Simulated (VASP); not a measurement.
# LiH (I4/mmm) in VASP: notebook

LiH is run at these levels: r2SCAN; tasks: single point.

Program: VASP 6.6.1. These are calculated values, not measurements. Logs are shortened: lines on timing, memory, paths and dates and some standing lists are left out, and cuts for length are marked.

### 1 The cell of the first run

The structure is tetragonal, space group I4/mmm (No. 139). The conventional cell has a = 2.874 Å, b = 2.874 Å, c = 4.106 Å, α = 90.00°, β = 90.00°, γ = 90.00°. Li (site symmetry 4/mmm) has 6 H at 2.03 to 2.05 Å within 2.7 Å. H (site symmetry 4/mmm) has 6 Li at 2.03 to 2.05 Å within 2.7 Å.

### 2 Single point, r2SCAN (strain +0.0100 x Voigt [0, 1, 0, 0, 0, 0])

The input, POSCAR:

```
LiH
1.0
    0.0000000000      2.0528250000      2.0325000000
    2.0325000000      0.0000000000      2.0325000000
    2.0325000000      2.0528250000      0.0000000000
Li H
1 1
Direct
    0.0000000000      0.0000000000      0.0000000000
    0.5000000000      0.5000000000      0.5000000000
```

The input, INCAR.step1:

```
PREC = Accurate
ENCUT = 520
ISMEAR = 0
SIGMA = 0.05
LREAL = F
LASPH = T
NELM = 80
NBANDS = 9
GGA = PE
ALGO = Normal
EDIFF = 1E-4
LWAVE = T
LCHARG = F
```

The input, INCAR.step2:

```
PREC = Accurate
ENCUT = 520
EDIFF = 1E-6
ISMEAR = 0
SIGMA = 0.05
LREAL = F
LASPH = T
NELM = 80
ALGO = Normal
ISIF = 2
LWAVE = F
LCHARG = T
METAGGA = R2SCAN
LMIXTAU = T
LELF = T
LVHAR = T
NBANDS = 9
ISTART = 1
```

The input, KPOINTS:

```
Automatic mesh
0
Gamma
  10 10 10
```

Potentials or basis: VASP PAW PBE potentials, release 64 (Li_sv, H).

Started as:

```bash
$ cat potpaw_PBE.64/Li_sv/POTCAR potpaw_PBE.64/H/POTCAR > POTCAR
$ cp INCAR.step1 INCAR
$ mpirun -np 1 vasp_std > vasp.out
$ cp INCAR.step2 INCAR
$ mpirun -np 1 vasp_std > vasp.out
```

OUTCAR:

```text
PREC = Accurate
   ENCUT = 520
   EDIFF = 1E-6
   ISMEAR = 0
   LREAL = F
   LASPH = T
   NELM = 80
   ISIF = 2
   METAGGA = R2SCAN
   ISTART = 1

 ion  position               nearest neighbor table
   1  0.000  0.000  0.000-
   2  0.500  0.500  0.500-

  LATTYP: Found a body centered tetragonal cell.
 ALAT       =     2.8743890655
 C/A-ratio  =     1.4283556980

  Lattice vectors:

 A1 = (   0.0000000000,  -2.0528250000,   2.0325000000)
 A2 = (   0.0000000000,  -2.0528250000,  -2.0325000000)
 A3 = (   2.0325000000,   2.0528250000,   0.0000000000)

Analysis of symmetry for initial positions (statically):
=====================================================================
 Subroutine PRICEL returns:
 Original cell was already a primitive cell.

 Routine SETGRP: Setting up the symmetry group for a
 body centered tetragonal supercell.

 Subroutine GETGRP returns: Found 16 space group operations
 (whereof 16 operations were pure point group operations)
 out of a pool of 16 trial point group operations.

The static configuration has the point symmetry D_4h.

Analysis of symmetry for dynamics (positions and initial velocities):
=====================================================================
 Subroutine PRICEL returns:
 Original cell was already a primitive cell.

 Routine SETGRP: Setting up the symmetry group for a
 body centered tetragonal supercell.

 Subroutine GETGRP returns: Found 16 space group operations
 (whereof 16 operations were pure point group operations)
 out of a pool of 16 trial point group operations.

The dynamic configuration has the point symmetry D_4h.

 Subroutine INISYM returns: Found 16 space group operations
 (whereof 16 operations are pure point group operations),
 and found     1 'primitive' translations

----------------------------------------------------------------------------------------

                                     Primitive cell

  volume of cell :      16.9607

  direct lattice vectors                    reciprocal lattice vectors
     0.000000000  2.052825000  2.032500000    -0.246002460  0.243566792  0.246002460
     2.032500000  0.000000000  2.032500000     0.246002460 -0.243566792  0.246002460
     2.032500000  2.052825000  0.000000000     0.246002460  0.243566792 -0.246002460

  length of vectors
     2.888796762  2.874389066  2.888796762     0.424687182  0.424687182  0.424687182

  position of ions in fractional coordinates (direct lattice)
     0.000000000  0.000000000  0.000000000
     0.500000000  0.500000000  0.500000000

  ion indices of the primitive-cell ions
   primitive index   ion index
                 1           1
                 2           2

----------------------------------------------------------------------------------------

 KPOINTS: Automatic mesh

Automatic generation of k-mesh.
 Grid dimensions read from file:
 generate k-points for:   10   10   10

 Generating k-lattice:

  Cartesian coordinates                     Fractional coordinates (reciprocal lattice)
    -0.024600246  0.024356679  0.024600246     0.100000000  0.000000000  0.000000000
     0.024600246 -0.024356679  0.024600246    -0.000000000  0.100000000 -0.000000000
     0.024600246  0.024356679 -0.024600246     0.000000000  0.000000000  0.100000000

  Length of vectors
     0.042468718  0.042468718  0.042468718

  Shift w.r.t. Gamma in fractional coordinates (k-lattice)
     0.000000000  0.000000000  0.000000000

 Subroutine IBZKPT returns following result:
 ===========================================

 Found    102 irreducible k-points:

 Following reciprocal coordinates:
            Coordinates               Weight
  0.000000  0.000000  0.000000      1.000000
  0.100000  0.000000  0.000000      8.000000
  0.200000  0.000000  0.000000      8.000000
  0.300000  0.000000  0.000000      8.000000
  0.400000  0.000000  0.000000      8.000000
  0.500000  0.000000  0.000000      4.000000
[... 16 lines left out ...]
  0.300000  0.300000  0.000000      4.000000
  0.400000  0.300000  0.000000     16.000000
 [... further k-points ...]
   k-points           NKPTS =    102   k-points in BZ     NKDIM =    102   number of bands    NBANDS=      9
   number of dos      NEDOS =    301   number of ions     NIONS =      2
   total plane-waves  NPLWV =  13824
   dimension x,y,z NGX =    24 NGY =   24 NGZ =   24
   dimension x,y,z NGXF=    48 NGYF=   48 NGZF=   48
   ions per type =               1   1
   NGX,Y,Z   is equivalent  to a cutoff of  13.81, 13.88, 13.81 a.u.
   NGXF,Y,Z  is equivalent  to a cutoff of  27.62, 27.76, 27.62 a.u.
 SYSTEM =  unknown system
   PREC   = accura    normal or accurate (medium, high low for compatibility)
   ISTART =      1    job   : 0-new  1-cont  2-samecut
   ICHARG =      0    charge: 1-file 2-atom 10-const
   ISPIN  =      1    spin polarized calculation?
   LNONCOLLINEAR =      F non collinear calculations
   LSORBIT =      F    spin-orbit coupling
   LASPH  =      T    aspherical Exc in radial PAW
   ENCUT  =  520.0 eV  38.22 Ry    6.18 a.u.   5.37  5.34  5.37*2*pi/ulx,y,z
   NELM   =     80;   NELMIN=  2; NELMDL=  0     # of ELM steps
   EDIFF  = 0.1E-05   stopping-criterion for ELM
   LREAL  =      F    real-space projection
   EDIFFG = 0.1E-04   stopping-criterion for IOM
   NSW    =      0    number of steps for IOM
   IBRION =     -1    ionic relax: 0-MD 1-quasi-New 2-CG
   NFREE  =      0    steps in history (QN), initial steepest desc. (CG)
   ISIF   =      2    stress and relaxation
   ISYM   =      2    0-nonsym 1-usesym 2-fastsym
   POTIM  = 0.5000    time-step for ionic-motion
   TEBEG  =    0.0;   TEEND  =   0.0 temperature during run
   PSTRESS=    0.0 pullay stress
   NELECT =       4.0000    total number of electrons
   NUPDOWN=      -1.0000    fix difference up-down
   EMIN   =  10.00;   EMAX   =-10.00  energy-range for DOS
   EFERMI =   0.00;   METHOD = LEGACY
   ISMEAR =     0;   SIGMA  =   0.05  broadening in eV -4-tet -1-fermi 0-gaus
   EFERMI_NEDOS =   21; number of points for ismear=-14 and -15
   IALGO  =     38    algorithm
   IMIX   =      4    mixing-type and parameters
     AMIX     =   0.40;   BMIX     =  1.00
     AMIX_MAG =   1.60;   BMIX_MAG =  1.00
  volume/ion in A,a.u.               =       8.48        57.23
  Fermi-wavevector in a.u.,A,eV,Ry     =   1.011456  1.911375 13.919358  1.023044
  Thomas-Fermi vector in A             =   2.144507
   LORBIT       =      0    0 simple, 1 ext, 2 COOP (PROOUT), +10 PAW based schemes
   METAGGA = R2SCAN    functional components
   LHFCALC =     F    Hartree Fock is set to
   AEXX    =    0.0000 exact exchange contribution
   IVDW    =     0    specifies the selected vdW correction
   LEPSILON=     F    determine dielectric tensor
   LRPA    =     F    only Hartree local field effects (RPA)
 non-spin polarized calculation
 Gauss-broadening in eV      SIGMA  =   0.05
  energy-cutoff  :      520.00
  volume of cell :       16.96
 maximum number of plane-waves:       469
 NGX is ok and might be reduce to    24
   NGX = 11   NGY = 11   NGZ = 11

 number of electron       4.0000000 magnetization

 Free energy of the ion-electron system (eV)
  ---------------------------------------------------
  ext. energy  EPLUGINS =         0.00000000
  ---------------------------------------------------
  free energy    TOTEN  =        -6.81202712 eV

  energy without entropy =       -6.81202712  energy(sigma->0) =       -6.81202712

 E-fermi :  -0.1277     XC(G=0):  -8.6451

 val. band max:       -0.3947002017   @ k =   0.5000   0.5000   0.0000
 cond. band min:       3.1040237612   @ k =   0.5000   0.0000   0.5000
 fundamental gap:      3.4987239628
 Fermi energy:        -0.1277144764

 k-point     1 :       0.0000    0.0000    0.0000
  band No.  band energies     occupation
      1     -46.2041      2.00000
      2      -5.6704      2.00000
      3      16.5064      0.00000
      4      18.3779      0.00000
      5      18.3784      0.00000
      6      18.4811      0.00000
      7      22.7255      0.00000
      8      22.7867      0.00000
      9      22.7868      0.00000

 k-point     2 :       0.1000    0.0000    0.0000
  band No.  band energies     occupation
      1     -46.2006      2.00000
      2      -5.4939      2.00000
      3      14.9053      0.00000
      4      17.3783      0.00000
      5      17.9749      0.00000
      6      17.9979      0.00000
      7      22.5274      0.00000
      8      23.6974      0.00000
      9      23.7045      0.00000

 k-point     3 :       0.2000    0.0000    0.0000
  band No.  band energies     occupation
      1     -46.1914      2.00000
      2      -4.9783      2.00000
      3      11.5617      0.00000
      4      16.0666      0.00000
      5      17.3158      0.00000
      6      17.3595      0.00000
      7      23.2645      0.00000
      8      23.5461      0.00000
      9      23.6419      0.00000

 k-point     4 :       0.3000    0.0000    0.0000
  band No.  band energies     occupation
      1     -46.1801      2.00000
      2      -4.1889      2.00000
      3       8.3918      0.00000
      4      14.9904      0.00000
      5      16.9401      0.00000
      6      17.0438      0.00000
      7      21.0883      0.00000
      8      21.3996      0.00000
      9      25.1379      0.00000

 k-point     5 :       0.4000    0.0000    0.0000
  band No.  band energies     occupation
      1     -46.1710      2.00000
      2      -3.3335      2.00000
      3       6.0418      0.00000
      4      14.2887      0.00000
      5      16.9632      0.00000
      6      17.1219      0.00000
      7      19.4625      0.00000
      8      19.7210      0.00000
      9      26.9786      0.00000

 k-point     6 :       0.5000    0.0000    0.0000
  band No.  band energies     occupation
      1     -46.1674      2.00000
      2      -2.9118      2.00000
      3       5.1149      0.00000
      4      14.0469      0.00000
      5      17.1330      0.00000
      6      17.3270      0.00000
      7      18.7541      0.00000
      8      18.9781      0.00000
      9      28.0226      0.00000
[... 169 lines left out ...]
 k-point    21 :      -0.3000    0.2000    0.0000
  band No.  band energies     occupation
      1     -46.1676      2.00000
      2      -2.9384      2.00000
      3       7.0205      0.00000
      4       9.4303      0.00000
      5      15.6585      0.00000
      6      16.3628      0.00000
      7      22.7428      0.00000
      8      26.0079      0.00000
      9      27.0332      0.00000

 k-point    22 :      -0.2000    0.2000    0.0000
  band No.  band energies     occupation
      1     -46.1763      2.00000
      2      -3.8558      2.00000
      3       9.7984      0.00000
      4       9.8024      0.00000
      5      16.5616      0.00000
      6      17.5381      0.00000
      7      21.8358      0.00000
      8      24.4703      0.00000
      9      25.7655      0.00000

 k-point    23 :       0.3000    0.3000    0.0000
  band No.  band energies     occupation
      1     -46.1721      2.00000
      2      -3.4418      2.00000
      3       8.7143      0.00000
      4      12.4169      0.00000
      5      12.5091      0.00000
      6      15.7409      0.00000
      7      18.1996      0.00000
      8      28.7599      0.00000
      9      31.3693      0.00000

 k-point    24 :       0.4000    0.3000    0.0000
  band No.  band energies     occupation
      1     -46.1650      2.00000
      2      -2.5646      2.00000
      3       6.8207      0.00000
      4      10.6941      0.00000
      5      12.0093      0.00000
      6      16.5578      0.00000
      7      18.2174      0.00000
      8      29.7744      0.00000
      9      30.4850      0.00000

 [... further k-points ...]
[... 5 lines left out ...]
  --------------------------------------------------------------------------------------
  -------------------------------------------------------------------------------------
  Total       -0.2102245     -0.2954068     -0.2102245      0.0000000     -0.0000000      0.0000000
  in kB      -19.8587046    -27.9053837    -19.8587046      0.0000000     -0.0000000      0.0000000
  external PRESSURE =     -22.5409309 kB  Pullay stress =       0.0000000 kB

 VOLUME and BASIS-vectors are now :
 -----------------------------------------------------------------------------
  energy-cutoff  :      520.00
  volume of cell :       16.96
      direct lattice vectors                 reciprocal lattice vectors
     0.000000000  2.052825000  2.032500000    -0.246002460  0.243566792  0.246002460
     2.032500000  0.000000000  2.032500000     0.246002460 -0.243566792  0.246002460
     2.032500000  2.052825000  0.000000000     0.246002460  0.243566792 -0.246002460

 POSITION                                       TOTAL-FORCE (eV/Angst)
 -----------------------------------------------------------------------------------
      0.00000      0.00000      0.00000         0.000000      0.000000      0.000000
      2.03250      2.05282      2.03250         0.000000      0.000000      0.000000
 -----------------------------------------------------------------------------------
    total drift:                                0.000000     -0.000000     -0.000000

  FREE ENERGIE OF THE ION-ELECTRON SYSTEM (eV)
  ---------------------------------------------------
  free  energy   TOTEN  =        -6.8120271165 eV

  energy  without entropy=       -6.8120271165  energy(sigma->0) =       -6.81202712
```

Wall time 62 s (1 thread of Intel Xeon 8259CL, shared host); peak memory 0.14 GiB.

Results:

```yaml
Free_energy: -6.8120 eV
Band_gap_on_the_k_mesh: 3.50 eV (least direct gap 3.57 eV)
```

Caveat: the cell differs from its parent crystal (strain +0.0100 x Voigt [0, 1, 0, 0, 0, 0]); the cutoff is under 1.25 times the usual one of these potentials, so pressure, stress and relaxed cells hold a basis-set (Pulay) error; the PAW data sets were made with another functional, which shifts forces and pressure a little.

(Part 1 of 3 ends here.)
